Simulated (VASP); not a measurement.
Set up this calculation in VASP 6.6.1, as the native input.

```
Task                   : single point
Functional             : PBE
Potentials or basis    : VASP PAW PBE potentials, release 64 (Ni)
Cutoff                 : 520 eV
k mesh                 : 16 × 16 × 9
Occupations            : fermi-dirac, width 0.1 eV
Spin                   : no spin polarisation
Dipole correction      : no
Further INCAR settings : ALGO = Normal; EDIFF = 1e-07; NBANDS = 17
```

The structure of Ni lies in POSCAR:

```
Ni
1.0
    2.4143902518      0.0000000000      0.0000000000
   -1.2071951259      2.0909232927      0.0000000000
    0.0000000000      0.0000000000      3.9707316215
Ni
2
Direct
    0.3333333333      0.6666666667      0.2500000000
    0.6666666667      0.3333333333      0.7500000000
```

This cell differs from its parent crystal: volume scaled by 0.92.

The input as run:

INCAR

```
ALGO = Normal ; EDIFF = 1E-7
ENCUT = 520 ; GGA = PE
ISIF = 2 ; ISMEAR = -1
LASPH = T ; LCHARG = F
LREAL = F ; LWAVE = F
NBANDS = 17 ; NELM = 80
PREC = Accurate ; SIGMA = 0.1
```

KPOINTS

```
k-points
0
Gamma
  16 16 9
```

Potentials or basis: VASP PAW PBE potentials, release 64 (Ni).

Run with:

```bash
$ cat potpaw_PBE.64/Ni/POTCAR > POTCAR
$ mpirun -np 1 vasp_std > vasp.out
```

It gave:

The pressure is 20.0 GPa and the band gap on the k mesh is zero (band 10 reaches 10.57 eV, above the bottom of band 11 at 10.01 eV).

Caveat: the run has no spin polarisation, though such a crystal can be magnetic.

Run time: 19 s on 1 thread of Intel(R) Xeon(R) 6975P-C (Granite Rapids), on a shared host, peak memory 0.15 GiB.
